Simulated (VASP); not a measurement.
# KBr (I4mm) in VASP: a series of runs

Runs on KBr. Level: PBE. Tasks: single point.

All numbers are computed with VASP 6.6.1; they aren't measurements. Logs are shortened: lines on timing, memory, paths and dates and some standing lists are left out, and cuts for length are marked.

## Step 1: The cell of the first run

It takes space group I4mm (No. 107, tetragonal). Conventional cell: a = 4.656 Å, b = 4.656 Å, c = 6.585 Å, α = 90.00°, β = 90.00°, γ = 90.00°. Within 3.9 Å of K (site symmetry 4mm) lie 6 Br at 2.99 to 3.59 Å. Br (site symmetry 4mm) has 6 K at 2.99 to 3.59 Å within 3.9 Å.

## Step 2: Single point, PBE

INCAR reads:

```
PREC     = Accurate       # precision mode
ENCUT    = 520            # plane-wave cutoff, eV
EDIFF    = 1E-6           # SCF threshold, eV
ISMEAR   = 0              # smearing method
SIGMA    = 0.05           # smearing width, eV
LREAL    = F              # projectors in reciprocal space
LASPH    = T              # aspherical terms in the spheres
NELM     = 60             # most SCF steps
ALGO     = Normal         # electronic algorithm
ISIF     = 2              # what is computed and relaxed
LWAVE    = F              # write WAVECAR
LCHARG   = F              # write CHGCAR
GGA      = PE             # functional
NBANDS   = 15             # bands
```

KPOINTS reads:

```
regular mesh
0
Gamma
  6 6 6
```

POSCAR reads:

```
KBr
1.0
    0.0000000000      3.2925000000      3.2925000000
    3.2925000000      0.0000000000      3.2925000000
    3.2925000000      3.2925000000      0.0000000000
K Br
1 1
Direct
    0.0455580866      0.0455580866     -0.0455580866
    0.5000000000      0.5000000000      0.5000000000
```

Potentials or basis: VASP PAW PBE potentials, release 64 (K_sv, Br).

Run with:

```console
> cat potpaw_PBE.64/K_sv/POTCAR potpaw_PBE.64/Br/POTCAR > POTCAR
> mpirun -np 1 vasp_std > vasp.out
```

OUTCAR:

```text
PREC = Accurate
   ENCUT = 520
   EDIFF = 1E-6
   ISMEAR = 0
   LREAL = F
   LASPH = T
   NELM = 60
   ISIF = 2
   GGA = PE

 ion  position               nearest neighbor table
   1  0.046  0.046  0.954-   2 2.99
   2  0.500  0.500  0.500-   1 2.99

  LATTYP: Found a face centered cubic cell.
 ALAT       =     6.5850000000

  Lattice vectors:

 A1 = (   0.0000000000,   3.2925000000,   3.2925000000)
 A2 = (   3.2925000000,   0.0000000000,   3.2925000000)
 A3 = (   3.2925000000,   3.2925000000,   0.0000000000)

Analysis of symmetry for initial positions (statically):
=====================================================================
 Subroutine PRICEL returns:
 Original cell was already a primitive cell.

 Routine SETGRP: Setting up the symmetry group for a
 face centered cubic supercell.

 Subroutine GETGRP returns: Found  8 space group operations
 (whereof  8 operations were pure point group operations)
 out of a pool of 48 trial point group operations.

The static configuration has the point symmetry C_4v.

Analysis of symmetry for dynamics (positions and initial velocities):
=====================================================================
 Subroutine PRICEL returns:
 Original cell was already a primitive cell.

 Routine SETGRP: Setting up the symmetry group for a
 face centered cubic supercell.

 Subroutine GETGRP returns: Found  8 space group operations
 (whereof  8 operations were pure point group operations)
 out of a pool of 48 trial point group operations.

The dynamic configuration has the point symmetry C_4v.

 Subroutine INISYM returns: Found  8 space group operations
 (whereof  8 operations are pure point group operations),
 and found     1 'primitive' translations

----------------------------------------------------------------------------------------

                                     Primitive cell

  volume of cell :      71.3851

  direct lattice vectors                    reciprocal lattice vectors
     0.000000000  3.292500000  3.292500000    -0.151860289  0.151860289  0.151860289
     3.292500000  0.000000000  3.292500000     0.151860289 -0.151860289  0.151860289
     3.292500000  3.292500000  0.000000000     0.151860289  0.151860289 -0.151860289

  length of vectors
     4.656298154  4.656298154  4.656298154     0.263029735  0.263029735  0.263029735

  position of ions in fractional coordinates (direct lattice)
     0.045558087  0.045558087  0.954441913
     0.500000000  0.500000000  0.500000000

  ion indices of the primitive-cell ions
   primitive index   ion index
                 1           1
                 2           2

----------------------------------------------------------------------------------------

 KPOINTS: regular mesh

Automatic generation of k-mesh.
 Grid dimensions read from file:
 generate k-points for:    6    6    6

 Generating k-lattice:

  Cartesian coordinates                     Fractional coordinates (reciprocal lattice)
    -0.025310048  0.025310048  0.025310048     0.166666667  0.000000000  0.000000000
     0.025310048 -0.025310048  0.025310048     0.000000000  0.166666667  0.000000000
     0.025310048  0.025310048 -0.025310048     0.000000000  0.000000000  0.166666667

  Length of vectors
     0.043838289  0.043838289  0.043838289

  Shift w.r.t. Gamma in fractional coordinates (k-lattice)
     0.000000000  0.000000000  0.000000000

 Subroutine IBZKPT returns following result:
 ===========================================

 Found     30 irreducible k-points:

 Following reciprocal coordinates:
            Coordinates               Weight
  0.000000  0.000000  0.000000      1.000000
  0.166667  0.000000  0.000000      8.000000
  0.333333  0.000000  0.000000      8.000000
  0.500000  0.000000  0.000000      4.000000
  0.166667  0.166667  0.000000      2.000000
  0.000000  0.166667  0.166667      4.000000
[... 16 lines left out ...]
  0.500000  0.333333  0.166667      8.000000
  0.166667  0.500000  0.333333      8.000000
 [... further k-points ...]
   k-points           NKPTS =     30   k-points in BZ     NKDIM =     30   number of bands    NBANDS=     15
   number of dos      NEDOS =    301   number of ions     NIONS =      2
   total plane-waves  NPLWV =  46656
   dimension x,y,z NGX =    36 NGY =   36 NGZ =   36
   dimension x,y,z NGXF=    72 NGYF=   72 NGZF=   72
   ions per type =               1   1
   NGX,Y,Z   is equivalent  to a cutoff of  12.85, 12.85, 12.85 a.u.
   NGXF,Y,Z  is equivalent  to a cutoff of  25.71, 25.71, 25.71 a.u.
 SYSTEM =  unknown system
   PREC   = accura    normal or accurate (medium, high low for compatibility)
   ISTART =      0    job   : 0-new  1-cont  2-samecut
   ICHARG =      2    charge: 1-file 2-atom 10-const
   ISPIN  =      1    spin polarized calculation?
   LNONCOLLINEAR =      F non collinear calculations
   LSORBIT =      F    spin-orbit coupling
   LASPH  =      T    aspherical Exc in radial PAW
[... 31 lines left out ...]
   LEPSILON=     F    determine dielectric tensor
   LRPA    =     F    only Hartree local field effects (RPA)
 non-spin polarized calculation
 Gauss-broadening in eV      SIGMA  =   0.05
  energy-cutoff  :      520.00
  volume of cell :       71.39
 maximum number of plane-waves:      1948
 NGX is ok and might be reduce to    36
   NGX = 17   NGY = 17   NGZ = 17

 number of electron      15.9999998 magnetization

 Free energy of the ion-electron system (eV)
  ---------------------------------------------------
  ext. energy  EPLUGINS =         0.00000000
  ---------------------------------------------------
  free energy    TOTEN  =        -6.14674074 eV

  energy without entropy =       -6.14674074  energy(sigma->0) =       -6.14674074

 E-fermi :  -1.4124     XC(G=0):  -7.3856

 val. band max:       -1.7417243329   @ k =   0.0000   0.0000   0.0000
 cond. band min:       2.7348291843   @ k =   0.0000   0.0000   0.0000
 fundamental gap:      4.4765535173
 Fermi energy:        -1.4123882822

 k-point     1 :       0.0000    0.0000    0.0000
  band No.  band energies     occupation
      1     -29.4564      2.00000
      2     -14.0539      2.00000
      3     -12.9351      2.00000
      4     -12.9351      2.00000
      5     -12.9204      2.00000
      6      -1.7452      2.00000
      7      -1.7452      2.00000
      8      -1.7417      2.00000
      9       2.7348      0.00000
     10       5.9457      0.00000
     11       5.9754      0.00000
     12       5.9754      0.00000
     13       6.7510      0.00000
     14       6.9047      0.00000
     15       9.7336      0.00000

 k-point     2 :       0.1667    0.0000    0.0000
  band No.  band energies     occupation
      1     -29.4549      2.00000
      2     -14.1034      2.00000
      3     -12.9486      2.00000
      4     -12.9369      2.00000
      5     -12.8420      2.00000
      6      -2.1067      2.00000
      7      -1.8260      2.00000
      8      -1.8171      2.00000
      9       3.3893      0.00000
     10       5.7517      0.00000
     11       6.2256      0.00000
     12       6.2428      0.00000
     13       7.1744      0.00000
     14       7.3406      0.00000
     15      10.6117      0.00000

 k-point     3 :       0.3333    0.0000    0.0000
  band No.  band energies     occupation
      1     -29.4519      2.00000
      2     -14.1898      2.00000
      3     -12.9531      2.00000
      4     -12.9405      2.00000
      5     -12.7197      2.00000
      6      -2.6670      2.00000
      7      -1.9789      2.00000
      8      -1.9690      2.00000
      9       4.4876      0.00000
     10       5.9678      0.00000
     11       6.9895      0.00000
     12       7.0051      0.00000
     13       8.1379      0.00000
     14       8.3247      0.00000
     15       9.7216      0.00000
[... 343 lines left out ...]
 k-point    23 :       0.5000    0.3333    0.1667
  band No.  band energies     occupation
      1     -29.4499      2.00000
      2     -14.1351      2.00000
      3     -12.9767      2.00000
      4     -12.9640      2.00000
      5     -12.7703      2.00000
      6      -2.5759      2.00000
      7      -2.1020      2.00000
      8      -2.0579      2.00000
      9       5.1358      0.00000
     10       5.2993      0.00000
     11       7.1098      0.00000
     12       7.8563      0.00000
     13       8.0645      0.00000
     14       8.5168      0.00000
     15       9.4909      0.00000

 k-point    24 :       0.1667    0.5000    0.3333
  band No.  band energies     occupation
      1     -29.4500      2.00000
      2     -14.1212      2.00000
      3     -12.9754      2.00000
      4     -12.9705      2.00000
      5     -12.7785      2.00000
      6      -2.5891      2.00000
      7      -2.1224      2.00000
      8      -2.0591      2.00000
      9       5.2119      0.00000
     10       5.3652      0.00000
     11       7.1421      0.00000
     12       7.7586      0.00000
     13       8.0189      0.00000
     14       8.6764      0.00000
     15       9.1514      0.00000

 [... further k-points ...]

------------------------ aborting loop because EDIFF is reached ----------------------------------------

  FORCE on cell =-STRESS in cart. coord.  units (eV):
  Direction    XX          YY          ZZ          XY          YZ          ZX
  --------------------------------------------------------------------------------------
  -------------------------------------------------------------------------------------
  Total        0.3289227      0.3289227      1.2466276      0.0000000      0.0000000      0.0000000
  in kB        7.3823913      7.3823913     27.9795010      0.0000000      0.0000000      0.0000000
  external PRESSURE =      14.2480946 kB  Pullay stress =       0.0000000 kB

 VOLUME and BASIS-vectors are now :
 -----------------------------------------------------------------------------
  energy-cutoff  :      520.00
  volume of cell :       71.39
      direct lattice vectors                 reciprocal lattice vectors
     0.000000000  3.292500000  3.292500000    -0.151860289  0.151860289  0.151860289
     3.292500000  0.000000000  3.292500000     0.151860289 -0.151860289  0.151860289
     3.292500000  3.292500000  0.000000000     0.151860289  0.151860289 -0.151860289

 POSITION                                       TOTAL-FORCE (eV/Angst)
 -----------------------------------------------------------------------------------
      3.29250      3.29250      0.30000         0.000000      0.000000     -0.493860
      3.29250      3.29250      3.29250         0.000000      0.000000      0.493860
 -----------------------------------------------------------------------------------
    total drift:                               -0.000000     -0.000000     -0.000030

  FREE ENERGIE OF THE ION-ELECTRON SYSTEM (eV)
  ---------------------------------------------------
  free  energy   TOTEN  =        -6.1467407427 eV

  energy  without entropy=       -6.1467407427  energy(sigma->0) =       -6.14674074
```

Run time: 14 s. Hardware: 1 thread of Intel Xeon 6975P-C (Granite Rapids), shared host; peak memory 0.21 GiB.

Results:

| Property | Result |
| --- | --- |
| Free energy | -6.1467 eV |
| Pressure | 1.4 GPa |
| Largest force | 0.494 eV/Å |
| Band gap on the k mesh | 4.48 eV, direct |

Forces in eV/Å, atoms in the order of the input:
```
K    0.000  0.000 -0.494
Br   0.000  0.000  0.494
```

Levels at points of the mesh, in eV from the valence-band top:
```tsv
k point	band 6	band 7	band 8	band 9	band 10	band 11
(0.00, 0.00, 0.00)	0.00	0.00	0.00	4.48	7.69	7.72
(0.50, 0.00, 0.00)	-1.16	-0.31	-0.30	6.60	8.23	9.52
(0.50, 0.50, 0.00)	-0.76	-0.26	-0.26	5.89	7.25	8.69
(0.00, 0.50, 0.50)	-0.80	-0.31	-0.26	5.99	7.20	9.44
```

Caveat: the cell differs from its parent crystal (all K atoms moved -0.300 Å, as atom 1 towards its neighbour atom 2 (Br) at 3.292 Å).

## Step 3: Single point, PBE

INCAR, as its differences from that of step 2:

```diff
@@ -2,3 +2,3 @@
 ENCUT    = 520            # plane-wave cutoff, eV
-EDIFF    = 1E-6           # SCF threshold, eV
+EDIFF    = 1E-7           # SCF threshold, eV
 ISMEAR   = 0              # smearing method
@@ -11,4 +11,6 @@
 LWAVE    = F              # write WAVECAR
-LCHARG   = F              # write CHGCAR
+LCHARG   = T              # write CHGCAR
 GGA      = PE             # functional
+LELF     = T              # ELF
+LVHAR    = T            
 NBANDS   = 15             # bands
```

KPOINTS reads:

```
Automatic mesh
0
Gamma
  6 6 6
```

POSCAR, as its differences from that of step 2:

```diff
@@ -8,3 +8,3 @@
 Direct
-    0.0455580866      0.0455580866     -0.0455580866
+   -0.0341685649     -0.0341685649      0.0341685649
     0.5000000000      0.5000000000      0.5000000000
```

Potentials or basis: VASP PAW PBE potentials, release 64 (K_sv, Br).

Run with:

```console
> cat potpaw_PBE.64/K_sv/POTCAR potpaw_PBE.64/Br/POTCAR > POTCAR
> mpirun -np 1 vasp_std > vasp.out
```

Run time: 15 s. Hardware: 1 thread of Intel Xeon 6975P-C (Granite Rapids), shared host; peak memory 0.21 GiB.

It converged, with:

* Free energy: -6.1776 eV
* Pressure: 1.2 GPa
* Largest force: 0.334 eV/Å
* Band gap on the k mesh: 4.47 eV, direct

Forces in eV/Å, atoms in the order of the input:
```
K    0.000  0.000  0.334
Br   0.000  0.000 -0.334
```

Stress tensor (GPa, compression positive):
```
0.79 0.00 0.00
0.00 0.79 0.00
0.00 0.00 1.93
```

Levels at points of the mesh, in eV from the valence-band top:
```csv
k point,band 4,band 5,band 6,band 7,band 8,band 9,band 10,band 11,band 12,band 13
"(0.00, 0.00, 0.00)",-11.21,-11.21,0.00,0.00,0.00,4.47,7.65,7.67,7.67,8.47
"(0.50, 0.00, 0.00)",-11.22,-10.95,-1.17,-0.32,-0.32,6.60,8.24,9.59,9.71,10.10
"(0.50, 0.50, 0.00)",-11.25,-11.25,-0.79,-0.27,-0.27,5.88,7.24,8.90,9.44,10.48
"(0.00, 0.50, 0.50)",-11.25,-11.23,-0.81,-0.30,-0.27,5.94,7.21,9.42,9.57,9.74
```

Caveat: the cell differs from its parent crystal (all K atoms moved +0.225 Å, as atom 1 towards its neighbour atom 2 (Br) at 3.292 Å).

## Step 4: Single point, PBE

INCAR reads:

```
PREC = Accurate
ENCUT = 520
EDIFF = 1E-6
ISMEAR = 0
SIGMA = 0.05
LREAL = F
LASPH = T
NELM = 80
ALGO = Normal
ISIF = 2
LWAVE = F
LCHARG = F
GGA = PE
NBANDS = 15
```

KPOINTS reads:

```
regular mesh
0
Gamma
  6 6 6
```

POSCAR, as its differences from that of step 3:

```diff
@@ -8,3 +8,3 @@
 Direct
-   -0.0341685649     -0.0341685649      0.0341685649
+    0.0227790433      0.0227790433     -0.0227790433
     0.5000000000      0.5000000000      0.5000000000
```

Run with:

```console
> cat potpaw_PBE.64/K_sv/POTCAR potpaw_PBE.64/Br/POTCAR > POTCAR
> mpirun -np 1 vasp_std > vasp.out
```

Wall time 12 s (1 thread of Intel Xeon 6975P-C (Granite Rapids), shared host); peak memory 0.21 GiB.

It converged, with:

| Item | Value |
| --- | --- |
| Free energy | -6.1976 eV |
| Pressure | 1.0 GPa |
| Largest force | 0.206 eV/Å |
| Band gap on the k mesh | 4.46 eV, direct |

Forces in eV/Å, atoms in the order of the input:
```
K    0.000  0.000 -0.206
Br   0.000  0.000  0.206
```

Stress tensor (GPa, compression positive):
```
0.84 0.00 0.00
0.00 0.84 0.00
0.00 0.00 1.34
```

Levels at points of the mesh, in eV from the valence-band top:
```csv
k point,band 5,band 6,band 7,band 8,band 9,band 10,band 11,band 12
"(0.00, 0.00, 0.00)",-11.23,0.00,0.00,0.00,4.46,7.63,7.63,7.63
"(0.50, 0.00, 0.00)",-10.97,-1.18,-0.33,-0.33,6.60,8.25,9.67,9.74
"(0.50, 0.50, 0.00)",-11.27,-0.81,-0.28,-0.28,5.87,7.23,9.12,9.40
"(0.00, 0.50, 0.50)",-11.26,-0.81,-0.29,-0.28,5.89,7.22,9.40,9.56
```

Caveat: the cell differs from its parent crystal (all K atoms moved -0.150 Å, as atom 1 towards its neighbour atom 2 (Br) at 3.292 Å).

## Step 5: Single point, PBE

INCAR reads:

```
  ALGO = Normal
  EDIFF = 1E-6
  ENCUT = 520
  GGA = PE
  ISIF = 2
  ISMEAR = 0
  LASPH = T
  LCHARG = T
  LELF = T
  LREAL = F
  LVHAR = T
  LWAVE = F
  NBANDS = 15
  NELM = 60
  PREC = Accurate
  SIGMA = 0.05
```

KPOINTS reads:

```
k-points
0
Gamma
  6 6 6
```

POSCAR, as its differences from that of step 4:

```diff
@@ -8,3 +8,3 @@
 Direct
-    0.0227790433      0.0227790433     -0.0227790433
+   -0.0398633257     -0.0398633257      0.0398633257
     0.5000000000      0.5000000000      0.5000000000
```

Run with:

```console
> cat potpaw_PBE.64/K_sv/POTCAR potpaw_PBE.64/Br/POTCAR > POTCAR
> mpirun -np 1 vasp_std > vasp.out
```

Wall time 14 s (1 thread of Intel Xeon 6975P-C (Granite Rapids), shared host); peak memory 0.21 GiB.

Results (log left out):

* Free energy: -6.1636 eV
* Pressure: 1.3 GPa
* Largest force: 0.409 eV/Å
* Band gap on the k mesh: 4.47 eV, direct

Forces on the atoms (eV/Å):
```
K    0.000  0.000  0.409
Br   0.000  0.000 -0.409
```

Stress tensor (GPa, compression positive):
```
0.77 0.00 0.00
0.00 0.77 0.00
0.00 0.00 2.33
```

Levels at points of the mesh, in eV from the valence-band top:
```csv
k point,band 6,band 7,band 8,band 9,band 10,band 11
"(0.00, 0.00, 0.00)",0.00,0.00,0.00,4.47,7.67,7.69
"(0.50, 0.00, 0.00)",-1.17,-0.32,-0.31,6.60,8.24,9.55
"(0.50, 0.50, 0.00)",-0.78,-0.27,-0.27,5.89,7.25,8.80
"(0.00, 0.50, 0.50)",-0.80,-0.30,-0.26,5.96,7.21,9.43
```

Caveat: the cell differs from its parent crystal (all K atoms moved +0.263 Å, as atom 1 towards its neighbour atom 2 (Br) at 3.292 Å).

## Step 6: Single point, PBE

INCAR reads:

```
SYSTEM = KBr
  ALGO = Normal
  EDIFF = 1E-6
  ENCUT = 520
  GGA = PE
  ISIF = 2
  ISMEAR = 0
  LASPH = .TRUE.
  LCHARG = .TRUE.
  LELF = .TRUE.
  LREAL = .FALSE.
  LVHAR = .TRUE.
  LWAVE = .FALSE.
  NBANDS = 15
  NELM = 80
  PREC = Accurate
  SIGMA = 0.05
```

KPOINTS reads:

```
k-points
0
G
  6 6 6
  0 0 0
```

POSCAR, as its differences from that of step 5:

```diff
@@ -8,3 +8,3 @@
 Direct
-   -0.0398633257     -0.0398633257      0.0398633257
+   -0.0284738041     -0.0284738041      0.0284738041
     0.5000000000      0.5000000000      0.5000000000
```

Potentials or basis: VASP PAW PBE potentials, release 64 (K_sv, Br).

Run with:

```console
> cat potpaw_PBE.64/K_sv/POTCAR potpaw_PBE.64/Br/POTCAR > POTCAR
> mpirun -np 1 vasp_std > vasp.out
```

Wall time 14 s (1 thread of Intel Xeon 6975P-C (Granite Rapids), shared host); peak memory 0.22 GiB.

It converged, with:

| Item | Value |
| --- | --- |
| Free energy | -6.1888 eV |
| Pressure | 1.1 GPa |
| Largest force | 0.267 eV/Å |
| Band gap on the k mesh | 4.46 eV, direct |

Forces on the atoms (eV/Å):
```
K    0.000  0.000  0.267
Br   0.000  0.000 -0.267
```

Stress tensor (GPa, compression positive):
```
0.82 0.00 0.00
0.00 0.82 0.00
0.00 0.00 1.60
```

Levels at points of the mesh, in eV from the valence-band top:
```csv
k point,band 6,band 7,band 8,band 9,band 10,band 11
"(0.00, 0.00, 0.00)",0.00,0.00,0.00,4.46,7.64,7.65
"(0.50, 0.00, 0.00)",-1.18,-0.33,-0.32,6.60,8.25,9.63
"(0.50, 0.50, 0.00)",-0.80,-0.28,-0.28,5.87,7.24,9.01
"(0.00, 0.50, 0.50)",-0.81,-0.29,-0.28,5.91,7.22,9.40
```

Caveat: the cell differs from its parent crystal (all K atoms moved +0.188 Å, as atom 1 towards its neighbour atom 2 (Br) at 3.292 Å).
